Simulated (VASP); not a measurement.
Here is a VASP 6.6.1 calculation.

File INCAR:

```
ALGO     = Normal         # electronic algorithm
EDIFF    = 1E-7           # SCF threshold, eV
ENCUT    = 520            # plane-wave cutoff, eV
GGA      = RP             # functional
ISIF     = 2              # what is computed and relaxed
ISMEAR   = -1             # smearing method
IVDW     = 12             # dispersion correction
LASPH    = T              # aspherical terms in the spheres
LCHARG   = T              # write CHGCAR
LELF     = T              # ELF
LREAL    = F              # projectors in reciprocal space
LVHAR    = T            
LWAVE    = F              # write WAVECAR
NBANDS   = 16             # bands
NELM     = 60             # most SCF steps
PREC     = Accurate       # precision mode
SIGMA    = 0.05           # smearing width, eV
```

File KPOINTS:

```
k-points
0
Gamma
  10 10 6
```

POSCAR

```
AlN
1.0
    3.0709272750      0.0000000000      0.0000000000
   -1.5354636375      2.6595010333      0.0000000000
    0.0000000000      0.0000000000      4.9136809369
Al N
2 2
Direct
    0.6666666667      0.3333333333      0.5000000000
    0.3333333333      0.6666666667      0.0000000000
    0.6666666667      0.3333333333      0.8800000000
    0.3333333333      0.6666666667      0.3800000000
```

Potentials or basis: VASP PAW PBE potentials, release 64 (Al, N).

The run is started by

```bash
$ cat potpaw_PBE.64/Al/POTCAR potpaw_PBE.64/N/POTCAR > POTCAR
$ mpirun -np 1 vasp_std > vasp.out
```

Task: Estimate the pressure.

Result: -6.6 GPa.

Task: Predict the largest force.

Result: 0.183 eV/Å.

Task: Estimate the dispersion energy per atom.

Result: -1.183 eV.

Task: What does it give for the band gap on the k mesh?

Result: 4.63 eV, direct.

Stress tensor (GPa, compression positive):
```
-6.92  0.00  0.00
 0.00 -6.92  0.00
 0.00  0.00 -5.90
```

Caveat: the PAW data sets were made with another functional, which shifts forces and pressure a little. As with any semilocal functional, this RPBE gap is likely too small.
